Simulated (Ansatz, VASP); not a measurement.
## One calculation of WSe2, two programs

The input INCAR:

```
SYSTEM = WSe2
PREC = Accurate
ENCUT = 520
EDIFF = 1E-7
ISMEAR = 0
SIGMA = 0.05
LREAL = .False.
LASPH = .True.
NELM = 100
ALGO = Normal
ISIF = 2
LWAVE = .False.
LCHARG = .True.
GGA = PE
IVDW = 12
LELF = .True.
LVHAR = .True.
NBANDS = 35
```

File KPOINTS:

```
Automatic mesh
0
Gamma
  12 12 2
  0 0 0
```

Contents of POSCAR:

```
WSe2
1.0
    3.2790275592      0.0000000000      0.0000000000
   -1.6395137796      2.8397211660      0.0000000000
    0.0000000000      0.0000000000     12.7886113051
W Se
2 4
Direct
    0.3333333333      0.6666666667      0.2500000000
    0.6666666667      0.3333333333      0.7500000000
    0.3491187003      0.6745593501      0.6151726151
    0.6666666667      0.3333333333      0.1182912222
    0.3333333333      0.6666666667      0.8817087778
    0.6666666667      0.3333333333      0.3817087778
```

Input for Ansatz:

```yaml
crystal:
  lattice:
    - [3.2790275592, 0.0, 0.0]
    - [-1.6395137796, 2.839721166, 0.0]
    - [0.0, 0.0, 12.7886113051]
  atoms:
    - { symbol: W, position: [0.3333333333, 0.6666666667, 0.25] }
    - { symbol: W, position: [0.6666666667, 0.3333333333, 0.75] }
    - { symbol: Se, position: [0.3491187003, 0.6745593501, 0.6151726151] }
    - { symbol: Se, position: [0.6666666667, 0.3333333333, 0.1182912222] }
    - { symbol: Se, position: [0.3333333333, 0.6666666667, 0.8817087778] }
    - { symbol: Se, position: [0.6666666667, 0.3333333333, 0.3817087778] }
basis:
  ecutwfc: 420
kpoints:
  mp_grid: { grid: [12, 12, 2] }
hamiltonian:
  xc: pbe
  dispersion: d3bj
scf:
  occupations: { method: gaussian, width: 0.05 }
output:
  forces: true
  stress: true
  eigenvalues: true
```

Alike in both runs: task single point; functional PBE; dispersion D3(BJ); k mesh 12 × 12 × 2; occupations gaussian, width 0.05 eV; no spin polarisation.

|  | VASP | Ansatz |
| --- | --- | --- |
| version | VASP 6.6.1 | Ansatz 0.2.0 |
| potentials or method | VASP PAW PBE potentials, release 64 (W_sv, Se), cutoff 520 eV | scalar-relativistic, plane waves, PAW |
| valence electrons in the cell | 52 | 92 |

|  | VASP | Ansatz | Ansatz less VASP |
| --- | --- | --- | --- |
| gap on the k mesh at the Fermi level (eV) | 0.87 | 0.87 | +0.005 |
| least direct gap on the mesh (eV) | 1.54 | 1.54 | +0.004 |
| pressure (GPa) | -0.5 | -0.8 | -0.32 |
| traceless stress, the component that is largest in VASP (GPa) | 0.64 | 0.63 | -0.003 |
| rms of the force components (eV/Å) | 0.218 | 0.224 | +0.0058 |

Atom by atom the forces differ by 0.022 eV/Å (rms over components). VASP's potentials hold 52 valence electrons a cell and Ansatz's 92, so a difference there can come from the potentials and not from the codes.

Spin-orbit coupling is off throughout.
